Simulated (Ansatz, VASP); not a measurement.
# Sb: VASP beside Ansatz

```
Sb
1.0
     2.15420    1.24373    3.75800
    -2.15420    1.24373    3.75800
     0.00000   -2.48746    3.75800
Sb
2
Cartesian
  0.0000 0.0000 8.6416
  0.0000 0.0000 2.6324
```

Alike in both runs: task single point; functional PBE; k mesh 8 × 8 × 8; occupations gaussian, width 0.022 eV; no spin polarisation.

|  | VASP | Ansatz |
| --- | --- | --- |
| version | VASP 6.6.1 | Ansatz 0.2.0 |
| potentials or method | VASP PAW PBE potentials, release 64 (Sb), cutoff 520 eV | all-electron LAPW, scalar-relativistic |

|  | VASP | Ansatz | Ansatz less VASP |
| --- | --- | --- | --- |
| gap on the k mesh at the Fermi level (eV) | none | none | - |
| pressure (GPa) | 2.8 | 2.7 | -0.07 |
| traceless stress, the component that is largest in VASP (GPa) | -0.50 | -0.47 | +0.025 |
| rms of the force components (eV/Å) | 0.107 | 0.082 | -0.0250 |

Atom by atom the forces differ by 0.025 eV/Å (rms over components). A gap of «none» marks a metal or a gap that the smearing closes. Ansatz ran all-electron here, and VASP with PAW potentials.

Neither program's run includes spin-orbit coupling.
